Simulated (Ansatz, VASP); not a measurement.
Two plane-wave programs on Ir

INCAR

```
SYSTEM = Ir
  PREC = Accurate
  ENCUT = 400
  EDIFF = 1E-6
  ISMEAR = 1
  SIGMA = 0.1
  LREAL = .FALSE.
  LASPH = .TRUE.
  NELM = 120
  ALGO = Normal
  ISIF = 2
  LWAVE = .FALSE.
  LCHARG = .FALSE.
  LDIPOL = .TRUE.
  IDIPOL = 3
  DIPOL = 0.5 0.5 0.405
  GGA = PS
  IVDW = 13
  NBANDS = 66
  GGA_COMPAT = .FALSE.
  NELMDL = -8
```

File KPOINTS:

```
Automatic mesh
0
G
  9 9 1
  0 0 0
```

Contents of POSCAR:

```
Ir
1.0
    0.0000000285      5.4225969187      0.0000000000
   -4.6961067004     -2.7112984347      0.0000000000
    0.0000000000      0.0000000000     32.4420952135
Ir
12
Direct
    0.0000000000      0.0000000000      0.3390656469
    1.0000000000      0.5000000000      0.3390656469
    0.5000000000      0.0000000000      0.3390656469
    0.5000000000      0.5000000000      0.3390656469
    0.3330485465      0.1654149111      0.4050459453
    0.3323663646      0.6669514535      0.4050459453
    0.8333333333      0.1666666667      0.4051740844
    0.8345850889      0.6676336354      0.4050459453
    0.6697027600      0.3341762563      0.4706348397
    0.6658237437      0.8355265037      0.4706348397
    0.1644734963      0.3302972400      0.4706348397
    0.1666666667      0.8333333333      0.4740648277
```

Input for Ansatz:

```yaml
crystal:
  lattice:
    - [2.85e-08, 5.4225969187, 0.0]
    - [-4.6961067004, -2.7112984347, 0.0]
    - [0.0, 0.0, 32.4420952135]
  atoms:
    - { symbol: Ir, position: [0.0, 0.0, 0.3390656469] }
    - { symbol: Ir, position: [1.0, 0.5, 0.3390656469] }
    - { symbol: Ir, position: [0.5, 0.0, 0.3390656469] }
    - { symbol: Ir, position: [0.5, 0.5, 0.3390656469] }
    - { symbol: Ir, position: [0.3330485465, 0.1654149111, 0.4050459453] }
    - { symbol: Ir, position: [0.3323663646, 0.6669514535, 0.4050459453] }
    - { symbol: Ir, position: [0.8333333333, 0.1666666667, 0.4051740844] }
    - { symbol: Ir, position: [0.8345850889, 0.6676336354, 0.4050459453] }
    - { symbol: Ir, position: [0.66970276, 0.3341762563, 0.4706348397] }
    - { symbol: Ir, position: [0.6658237437, 0.8355265037, 0.4706348397] }
    - { symbol: Ir, position: [0.1644734963, 0.33029724, 0.4706348397] }
    - { symbol: Ir, position: [0.1666666667, 0.8333333333, 0.4740648277] }
basis:
  ecutwfc: 420
kpoints:
  mp_grid: { grid: [9, 9, 1] }
hamiltonian:
  xc: pbesol
  dispersion: d4
  pseudopotentials: { kind: paw, azcp: { folder: soft_1 } }
scf:
  occupations: { method: methfessel_paxton, width: 0.1 }
  n_extra_bands: 14
  max_iter: 160
output:
  forces: true
  eigenvalues: true
efield:
  axis: 3
  dipole_correction: true
```

Alike in both runs: task single point; functional PBEsol; dispersion D4; k mesh 9 × 9 × 1; occupations methfessel-paxton of order 1, width 0.1 eV; no spin polarisation.

|  | VASP | Ansatz |
| --- | --- | --- |
| version | VASP 6.6.1 | Ansatz 0.2.0 |
| potentials or method | VASP PAW PBE potentials, release 64 (Ir), cutoff 400 eV | scalar-relativistic, plane waves, PAW |
| valence electrons in the cell | 108 | 204 |

VASP gave:

```
gap on the k mesh at the Fermi level (eV) : none
rms of the force components (eV/Å)        : 0.229
```

Task: What did Ansatz give for the same quantities?

Result: gap on the k mesh at the Fermi level (eV): none; rms of the force components (eV/Å): 0.230.

VASP's potentials were made for PBE, not for PBEsol, and Ansatz warns of the same on its side. Atom by atom the forces differ by 0.030 eV/Å (rms over components). A gap of «none» marks a metal or a gap that the smearing closes. VASP's potentials hold 108 valence electrons a cell and Ansatz's 204, so a difference there can come from the potentials and not from the codes.

Neither program's run includes spin-orbit coupling.
